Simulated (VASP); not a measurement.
# C (a cell with a defect) in VASP: single point with LDA

Aim: the single point of C (a cell with a defect) with LDA.

Everything below comes from runs of VASP 6.6.1. Logs are shortened: lines on timing, memory, paths and dates and some standing lists are left out, and cuts for length are marked.

## 1. The cell of the first run

The cell holds a defect, 63 atoms: a = 7.140 Å, b = 7.140 Å, c = 7.140 Å, α = 90.00°, β = 90.00°, γ = 90.00°.

## 2. Single point, LDA

INCAR

```
SYSTEM = C
ALGO = Normal
EDIFF = 1E-7
ENCUT = 520
GGA = CA
ISIF = 2
ISMEAR = 0
LASPH = .TRUE.
LCHARG = .FALSE.
LREAL = Auto
LWAVE = .FALSE.
NBANDS = 163
NELM = 100
PREC = Accurate
SIGMA = 0.02
```

KPOINTS

```
k-points
0
G
  2 2 2
  0 0 0
```

POSCAR

```
C
1.0
    7.1400000000      0.0000000000      0.0000000000
    0.0000000000      7.1400000000      0.0000000000
    0.0000000000      0.0000000000      7.1400000000
C
63
Direct
    0.4380127451      0.0896445378     -0.0352553221
    0.6123330532      0.1400431373      0.1150651261
    0.7510619048      0.2544298319     -0.0009155462
    0.8765623249      0.3756567227      0.1251113445
    0.7411449580      0.0014948179      0.2410476190
    0.8713885154      0.1249693277      0.3713826331
   -0.0001721289      0.0003558824     -0.0005876751
    0.1245840336      0.1239483193      0.1295172269
    0.2632323529      0.2399964986      0.0151480392
    0.3753470588      0.3787533613      0.1315231092
    0.5002915966      0.5012217087      0.0003600840
    0.6244492997      0.6272754902      0.1228824930
    0.7486568627      0.7512100840     -0.0032204482
    0.8720693277      0.8762418768      0.1217963585
    0.2471162465     -0.0005126050      0.2517970588
    0.3753186275      0.1252331933      0.3763417367
    0.5002504202      0.2564131653      0.2538806723
    0.6265638655      0.3764128852      0.3769226891
    0.7501654062      0.5015005602      0.2492540616
    0.8749910364      0.6249817927      0.3739029412
    0.4992830532      0.0003268908      0.4997964986
    0.6271683473      0.1229535014      0.6261378151
    0.7512463585      0.2495373950      0.4995987395
    0.8774731092      0.3731037815      0.6254470588
    0.7512380952     -0.0019816527      0.7487649860
    0.8757847339      0.1242990196      0.8754708683
    0.0041861345      0.4962964986      0.0000901961
    0.1243470588      0.6244826331      0.1246617647
    0.2484603641      0.7510249300     -0.0019173669
    0.3629337535      0.8790908964      0.1217950980
   -0.0009422969      0.2499882353      0.2507722689
    0.1254372549      0.3741253501      0.3766277311
    0.2490221289      0.5018019608      0.2515337535
    0.3740238095      0.6255893557      0.3744131653
    0.4984177871      0.7556914566      0.2436247899
    0.6222724090      0.8770492997      0.3708352941
   -0.0024677871     -0.0022567227      0.4967208683
    0.1268953782      0.1216553221      0.6262906162
    0.2511456583      0.2477492997      0.5023997199
    0.3771787115      0.3684507003      0.6308623249
    0.5015577031      0.4992621849      0.5007462185
    0.6260655462      0.6237144258      0.6223682073
    0.7488156863      0.7504456583      0.4966501401
    0.8763858543      0.8725845938      0.6214864146
    0.2409400560     -0.0153295518      0.7405668067
    0.5126759104      0.2465533613      0.7543313725
    0.6285238095      0.3766904762      0.8746228291
    0.7522074230      0.5002103641      0.7480407563
    0.8780320728      0.6216372549      0.8728558824
   -0.0018844538      0.7503306723      0.2482211485
    0.1233787115      0.8729166667      0.3753222689
    0.0006082633      0.4987768908      0.5001086835
    0.1267824930      0.6215191877      0.6255708683
    0.2495148459      0.7472317927      0.4988161064
    0.3746023810      0.8738668067      0.6249710084
    0.0035191877      0.2466816527      0.7513528011
    0.1344429972      0.3659369748      0.8766093838
    0.2533274510      0.4957039216      0.7521766106
    0.3763224090      0.6246764706      0.8754532213
    0.5009694678      0.7498704482      0.7489791317
    0.6345420168      0.8655775910      0.8598187675
   -0.0007880952      0.7463708683      0.7477053221
    0.1243792717      0.8736703081      0.8731394958
```

Potentials or basis: VASP PAW LDA potentials, release 64 (C).

Command:

```bash
cat potpaw_LDA.64/C/POTCAR > POTCAR
mpirun -np 1 vasp_std > vasp.out
```

OUTCAR:

```text
SYSTEM = C
   EDIFF = 1E-7
   ENCUT = 520
   GGA = CA
   ISIF = 2
   ISMEAR = 0
   LASPH = .TRUE.
   LREAL = Auto
   NELM = 100
   PREC = Accurate

 ion  position               nearest neighbor table
   1  0.438  0.090  0.965-   2 1.68   9 1.69  46 1.95  30 1.95
   2  0.612  0.140  0.115-  17 1.52   3 1.53   5 1.62   1 1.68
   3  0.751  0.254  0.999-  47 1.52   2 1.53   4 1.54  26 1.56
   4  0.877  0.376  0.125-   3 1.54  27 1.54  31 1.54  19 1.55
   5  0.741  0.001  0.241-  36 1.54  14 1.55   6 1.58   2 1.62
   6  0.871  0.125  0.371-  23 1.54  31 1.54  37 1.56   5 1.58
[... 36 lines left out ...]
  43  0.749  0.750  0.497-  20 1.54  44 1.54  42 1.55  36 1.56
  44  0.876  0.873  0.621-  37 1.53  43 1.54  62 1.55  25 1.56
  45  0.241  0.985  0.741-  63 1.49  55 1.49  38 1.51
  46  0.513  0.247  0.754-  22 1.51  47 1.51  40 1.57   1 1.95
  47  0.629  0.377  0.875-  46 1.51   3 1.52  48 1.54  11 1.56
  48  0.752  0.500  0.748-  49 1.53  47 1.54  24 1.55  42 1.55
  49  0.878  0.622  0.873-  62 1.53  48 1.53  27 1.56  13 1.58
  50  0.998  0.750  0.248-  20 1.54  51 1.55  28 1.55  14 1.56
  51  0.123  0.873  0.375-  37 1.53  15 1.54  50 1.55  54 1.55
  52  0.001  0.499  0.500-  32 1.54  24 1.54  53 1.54  20 1.56
  53  0.127  0.622  0.626-  52 1.54  62 1.54  54 1.55  58 1.56
  54  0.250  0.747  0.499-  34 1.53  53 1.55  51 1.55  55 1.56
  55  0.375  0.874  0.625-  45 1.49  60 1.54  21 1.55  54 1.56
  56  0.004  0.247  0.751-  38 1.54  26 1.54  57 1.55  24 1.56
  57  0.134  0.366  0.877-  58 1.54  56 1.55  27 1.58   9 1.62
  58  0.253  0.496  0.752-  40 1.54  57 1.54  59 1.55  53 1.56
  59  0.376  0.625  0.875-  11 1.53  58 1.55  60 1.55  29 1.55
  60  0.501  0.750  0.749-  61 1.49  55 1.54  59 1.55  42 1.56
  61  0.635  0.866  0.860-  25 1.49  60 1.49  13 1.51
  62  0.999  0.746  0.748-  49 1.53  53 1.54  44 1.55  63 1.56
  63  0.124  0.874  0.873-  45 1.49  29 1.53   7 1.56  62 1.56

  LATTYP: Found a simple cubic cell.
 ALAT       =     7.1400000000

  Lattice vectors:

 A1 = (   7.1400000000,   0.0000000000,   0.0000000000)
 A2 = (   0.0000000000,   7.1400000000,   0.0000000000)
 A3 = (   0.0000000000,   0.0000000000,   7.1400000000)

Analysis of symmetry for initial positions (statically):
=====================================================================
 Subroutine PRICEL returns:
 Original cell was already a primitive cell.

 Routine SETGRP: Setting up the symmetry group for a
 simple cubic supercell.

 Subroutine GETGRP returns: Found  1 space group operations
 (whereof  1 operations were pure point group operations)
 out of a pool of 48 trial point group operations.

The static configuration has the point symmetry C_1 .

Analysis of symmetry for dynamics (positions and initial velocities):
=====================================================================
 Subroutine PRICEL returns:
 Original cell was already a primitive cell.

 Routine SETGRP: Setting up the symmetry group for a
 simple cubic supercell.

 Subroutine GETGRP returns: Found  1 space group operations
 (whereof  1 operations were pure point group operations)
 out of a pool of 48 trial point group operations.

The dynamic configuration has the point symmetry C_1 .

 Subroutine INISYM returns: Found  1 space group operations
 (whereof  1 operations are pure point group operations),
 and found     1 'primitive' translations

----------------------------------------------------------------------------------------

                                     Primitive cell

  volume of cell :     363.9943

  direct lattice vectors                    reciprocal lattice vectors
     7.140000000  0.000000000  0.000000000     0.140056022  0.000000000  0.000000000
     0.000000000  7.140000000  0.000000000     0.000000000  0.140056022  0.000000000
     0.000000000  0.000000000  7.140000000     0.000000000  0.000000000  0.140056022

  length of vectors
[... 138 lines left out ...]
 Grid dimensions read from file:
 generate k-points for:    2    2    2

 Generating k-lattice:

  Cartesian coordinates                     Fractional coordinates (reciprocal lattice)
     0.070028011  0.000000000  0.000000000     0.500000000  0.000000000  0.000000000
     0.000000000  0.070028011  0.000000000     0.000000000  0.500000000  0.000000000
     0.000000000  0.000000000  0.070028011     0.000000000  0.000000000  0.500000000

  Length of vectors
     0.070028011  0.070028011  0.070028011

  Shift w.r.t. Gamma in fractional coordinates (k-lattice)
     0.000000000  0.000000000  0.000000000

 Subroutine IBZKPT returns following result:
 ===========================================

 Found      8 irreducible k-points:

 Following reciprocal coordinates:
            Coordinates               Weight
  0.000000  0.000000  0.000000      1.000000
  0.500000  0.000000  0.000000      1.000000
  0.000000  0.500000  0.000000      1.000000
  0.000000  0.000000  0.500000      1.000000
  0.500000  0.500000  0.000000      1.000000
  0.000000  0.500000  0.500000      1.000000
  0.500000  0.000000  0.500000      1.000000
  0.500000  0.500000  0.500000      1.000000
   k-points           NKPTS =      8   k-points in BZ     NKDIM =      8   number of bands    NBANDS=    163
   number of dos      NEDOS =    301   number of ions     NIONS =     63
   total plane-waves  NPLWV = 157464
   dimension x,y,z NGX =    54 NGY =   54 NGZ =   54
   dimension x,y,z NGXF=   108 NGYF=  108 NGZF=  108
   ions per type =              63
   NGX,Y,Z   is equivalent  to a cutoff of  12.57, 12.57, 12.57 a.u.
   NGXF,Y,Z  is equivalent  to a cutoff of  25.15, 25.15, 25.15 a.u.
 SYSTEM =  C
   PREC   = accura    normal or accurate (medium, high low for compatibility)
   ISTART =      0    job   : 0-new  1-cont  2-samecut
   ICHARG =      2    charge: 1-file 2-atom 10-const
   ISPIN  =      1    spin polarized calculation?
   LNONCOLLINEAR =      F non collinear calculations
   LSORBIT =      F    spin-orbit coupling
   LASPH  =      T    aspherical Exc in radial PAW
   ENCUT  =  520.0 eV  38.22 Ry    6.18 a.u.  13.28 13.28 13.28*2*pi/ulx,y,z
   NELM   =    100;   NELMIN=  2; NELMDL= -5     # of ELM steps
   EDIFF  = 0.1E-06   stopping-criterion for ELM
   LREAL  =      T    real-space projection
   EDIFFG = 0.1E-05   stopping-criterion for IOM
   NSW    =      0    number of steps for IOM
   IBRION =     -1    ionic relax: 0-MD 1-quasi-New 2-CG
   NFREE  =      0    steps in history (QN), initial steepest desc. (CG)
   ISIF   =      2    stress and relaxation
   ISYM   =      2    0-nonsym 1-usesym 2-fastsym
   POTIM  = 0.5000    time-step for ionic-motion
   TEBEG  =    0.0;   TEEND  =   0.0 temperature during run
   PSTRESS=    0.0 pullay stress
   NELECT =     252.0000    total number of electrons
   NUPDOWN=      -1.0000    fix difference up-down
   EMIN   =  10.00;   EMAX   =-10.00  energy-range for DOS
   EFERMI =   0.00;   METHOD = LEGACY
   ISMEAR =     0;   SIGMA  =   0.02  broadening in eV -4-tet -1-fermi 0-gaus
   EFERMI_NEDOS =   21; number of points for ismear=-14 and -15
   IALGO  =     38    algorithm
   IMIX   =      4    mixing-type and parameters
     AMIX     =   0.40;   BMIX     =  1.00
     AMIX_MAG =   1.60;   BMIX_MAG =  1.00
  volume/ion in A,a.u.               =       5.78        38.99
  Fermi-wavevector in a.u.,A,eV,Ry     =   1.448250  2.736795 28.537232  2.097427
  Thomas-Fermi vector in A             =   2.566112
   LORBIT       =      0    0 simple, 1 ext, 2 COOP (PROOUT), +10 PAW based schemes
   GGA     = CA    functional components
   LHFCALC =     F    Hartree Fock is set to
   AEXX    =    0.0000 exact exchange contribution
   IVDW    =     0    specifies the selected vdW correction
   LEPSILON=     F    determine dielectric tensor
   LRPA    =     F    only Hartree local field effects (RPA)
 non-spin polarized calculation
 Gauss-broadening in eV      SIGMA  =   0.02
  energy-cutoff  :      520.00
  volume of cell :      363.99
 maximum number of plane-waves:      9808
 NGX is ok and might be reduce to    54
   NGX = 27   NGY = 27   NGZ = 27

 number of electron     251.9999998 magnetization

 Free energy of the ion-electron system (eV)
  ---------------------------------------------------
  ext. energy  EPLUGINS =         0.00000000
  ---------------------------------------------------
  free energy    TOTEN  =      -627.66403818 eV

  energy without entropy =     -627.66121714  energy(sigma->0) =     -627.66262766

 E-fermi :  10.5573     XC(G=0): -13.4123

 val. band max:       10.5572674538   @ k =   0.0000   0.5000   0.0000
 cond. band min:      10.5574035165   @ k =   0.0000   0.0000   0.5000
 fundamental gap:      0.0001360627
 Fermi energy:        10.5573353416

 k-point     1 :       0.0000    0.0000    0.0000
  band No.  band energies     occupation
      1     -11.7536      2.00000
      2      -9.6704      2.00000
      3      -9.6385      2.00000
      4      -9.5199      2.00000
      5      -9.5095      2.00000
      6      -9.3393      2.00000
[... 1117 lines left out ...]
    137      15.4180      0.00000
    138      15.4381      0.00000
 [bands above 138 left out]

------------------------ aborting loop because EDIFF is reached ----------------------------------------

  FORCE on cell =-STRESS in cart. coord.  units (eV):
  Direction    XX          YY          ZZ          XY          YZ          ZX
  --------------------------------------------------------------------------------------
  -------------------------------------------------------------------------------------
  Total      -33.3522318    -32.0440505    -32.0603945     10.4192132     14.9905635    -10.3619998
  in kB     -146.8050000   -141.0468378   -141.1187785     45.8617763     65.9832807    -45.6099425
  external PRESSURE =    -142.9902055 kB  Pullay stress =       0.0000000 kB

 VOLUME and BASIS-vectors are now :
 -----------------------------------------------------------------------------
  energy-cutoff  :      520.00
  volume of cell :      363.99
      direct lattice vectors                 reciprocal lattice vectors
     7.140000000  0.000000000  0.000000000     0.140056022  0.000000000  0.000000000
     0.000000000  7.140000000  0.000000000     0.000000000  0.140056022  0.000000000
     0.000000000  0.000000000  7.140000000     0.000000000  0.000000000  0.140056022

 POSITION                                       TOTAL-FORCE (eV/Angst)
 -----------------------------------------------------------------------------------
      3.12741      0.64006      6.88828        -0.005546     -0.020261     -0.016971
      4.37206      0.99991      0.82157         0.000203     -0.038524     -0.001228
      5.36258      1.81663      7.13346         0.009468     -0.011284     -0.002683
      6.25865      2.68219      0.89329        -0.003543      0.011838     -0.004446
      5.29178      0.01067      1.72108        -0.007331      0.003094     -0.011750
      6.22171      0.89228      2.65167         0.001379     -0.009267      0.000184
[... 55 lines left out ...]
      7.13437      5.32909      5.33862        -0.000589      0.006919      0.003731
      0.88807      6.23801      6.23422        -0.008191      0.002330      0.017321
 -----------------------------------------------------------------------------------
    total drift:                               -0.016628     -0.058457     -0.023946

  FREE ENERGIE OF THE ION-ELECTRON SYSTEM (eV)
  ---------------------------------------------------
  free  energy   TOTEN  =      -627.6640381842 eV

  energy  without entropy=     -627.6612171386  energy(sigma->0) =     -627.66262766
```

It took 25 min on 1 thread of Intel Xeon 8259CL, shared host; peak memory 0.49 GiB.

Results:

```
Free energy            : -627.6640 eV
Pressure               : -14.3 GPa
Largest force          : 0.051 eV/Å
Band gap on the k mesh : zero (bands 126 and 127 overlap by 0.38 eV)
```

Forces on the atoms (eV/Å):
```
C   -0.006 -0.020 -0.017
C    0.000 -0.039 -0.001
C    0.009 -0.011 -0.003
C   -0.004  0.012 -0.004
C   -0.007  0.003 -0.012
C    0.001 -0.009  0.000
C    0.007 -0.001  0.010
C   -0.013 -0.002 -0.006
C    0.016 -0.019 -0.042
C    0.006  0.020 -0.005
C   -0.002 -0.022 -0.002
C    0.001 -0.003  0.002
C    0.004 -0.002 -0.002
C    0.006  0.002  0.003
C    0.003  0.004  0.014
C    0.009 -0.007 -0.012
C   -0.005 -0.013  0.012
C    0.004  0.007  0.005
C   -0.004  0.000 -0.007
C    0.004 -0.001  0.009
C    0.009  0.000  0.005
C   -0.003 -0.004 -0.016
C    0.001 -0.002  0.006
C    0.007  0.003  0.000
C    0.015  0.010 -0.004
C   -0.004 -0.005  0.011
C    0.015 -0.010 -0.010
C   -0.004  0.001 -0.010
C   -0.008 -0.007 -0.006
C    0.030  0.025 -0.032
C    0.005  0.002  0.004
C   -0.002  0.002 -0.003
C   -0.009  0.002  0.007
C    0.021  0.001 -0.001
C   -0.014 -0.003  0.005
C    0.002  0.002  0.008
C   -0.005  0.007 -0.003
C   -0.010  0.004 -0.009
C    0.000  0.004  0.004
C    0.011 -0.003 -0.001
C   -0.023  0.001  0.000
C   -0.004 -0.001  0.001
C   -0.012  0.006 -0.012
C   -0.001  0.001  0.007
C    0.024  0.026  0.025
C   -0.040 -0.020  0.009
C   -0.004  0.015  0.007
C   -0.003  0.004 -0.001
C   -0.004  0.005  0.019
C   -0.004  0.003 -0.010
C    0.004  0.003  0.002
C   -0.007  0.013 -0.003
C   -0.001 -0.002  0.002
C   -0.001 -0.001  0.004
C    0.017  0.003 -0.006
C    0.005  0.012 -0.001
C    0.013 -0.017  0.012
C   -0.005  0.003 -0.002
C   -0.002 -0.001  0.004
C   -0.016 -0.005 -0.006
C   -0.013  0.016  0.029
C   -0.001  0.007  0.004
C   -0.008  0.002  0.017
```

Caveat: the k points lie up to 0.44 Å⁻¹ apart.
